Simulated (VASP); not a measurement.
Write the native input for VASP 6.6.1 that does the following.

```yaml
Task: single point
Functional: PBE
Dispersion: D3(BJ)
Potentials_or_basis: VASP PAW PBE potentials, release 64 (Ta_pv, N)
Cutoff: 520 eV
k_mesh: 9 × 9 × 9
Occupations: fermi-dirac, width 0.1 eV
Spin: no spin polarisation
Dipole_correction: no
Further_INCAR_settings: ALGO = Normal; EDIFF = 1e-07; NBANDS = 15
```

The structure of TaN lies in POSCAR:

```
TaN
1.0
    0.0000000000      2.1495504440      2.1495504440
    2.1495504440      0.0000000000      2.1495504440
    2.1495504440      2.1495504440      0.0000000000
Ta N
1 1
Direct
    0.5000000000      0.5000000000      0.5000000000
    0.0000000000      0.0000000000      0.0000000000
```

The input as run:

INCAR

```
SYSTEM = TaN
  ALGO = Normal
  EDIFF = 1E-7
  ENCUT = 520
  GGA = PE
  ISIF = 2
  ISMEAR = -1
  IVDW = 12
  LASPH = .TRUE.
  LCHARG = .FALSE.
  LREAL = .FALSE.
  LWAVE = .FALSE.
  NBANDS = 15
  NELM = 60
  PREC = Accurate
  SIGMA = 0.1
```

KPOINTS

```
k-points
0
G
  9 9 9
  0 0 0
```

Potentials or basis: VASP PAW PBE potentials, release 64 (Ta_pv, N).

Launch:

```bash
$ cat potpaw_PBE.64/Ta_pv/POTCAR potpaw_PBE.64/N/POTCAR > POTCAR
$ mpirun -np 1 vasp_std > vasp.out
```

Results of the run:

| Item | Value |
| --- | --- |
| Pressure | 24.8 GPa |
| Band gap on the k mesh | zero (band 8 reaches 12.05 eV, above the bottom of band 9 at 8.03 eV) |
| Dispersion energy per atom | -0.507 eV |

Caveat: spin-orbit coupling is left out, which moves the levels of the heavy elements; pairwise dispersion overbinds metals, which lowers pressure and volume.

Wall time 12 s on 1 thread of Intel(R) Xeon(R) Platinum 8488C (Sapphire Rapids) (shared host), peak memory 0.15 GiB.
